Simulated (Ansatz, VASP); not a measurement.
**Two plane-wave programs on TaSi2**

```
Ta Si
1.0
     0.00000    3.47746    3.47746
     3.47746    0.00000    3.47746
     3.47746    3.47746    0.00000
Ta Si
2 4
Direct
  0.00000 0.00000 0.00000
  0.25000 0.25000 0.25000
  0.62500 0.62500 0.62500
  0.12500 0.62500 0.62500
  0.62500 0.62500 0.12500
  0.62500 0.12500 0.62500
```

Change from the starting cell: species swapped into the HfNi2 type (Fd-3m, No. 227).

Alike in both runs: functional PBE; k mesh 4 × 4 × 4; occupations gaussian, width 0.2 eV; no spin polarisation.

Ansatz relaxed the structure, and its values are those at the end. VASP's run is a single point on that final structure, the one shown.

|  | VASP | Ansatz |
| --- | --- | --- |
| version | VASP 6.6.1 | Ansatz 0.2.0 |
| potentials or method | VASP PAW PBE potentials, release 64 (Ta_pv, Si), cutoff 500 eV | scalar-relativistic, plane waves, PAW |
| valence electrons in the cell | 38 | 42 |

```tsv
	VASP	Ansatz	Ansatz less VASP
gap on the k mesh at the Fermi level (eV)	none	none	-
pressure (GPa)	0.1	0.1	+0.01
```

A gap of «none» marks a metal or a gap that the smearing closes. VASP's potentials hold 38 valence electrons a cell and Ansatz's 42, so a difference there can come from the potentials and not from the codes.

The k mesh is coarse, so the values compare programs but aren't converged. Neither program's run includes spin-orbit coupling.
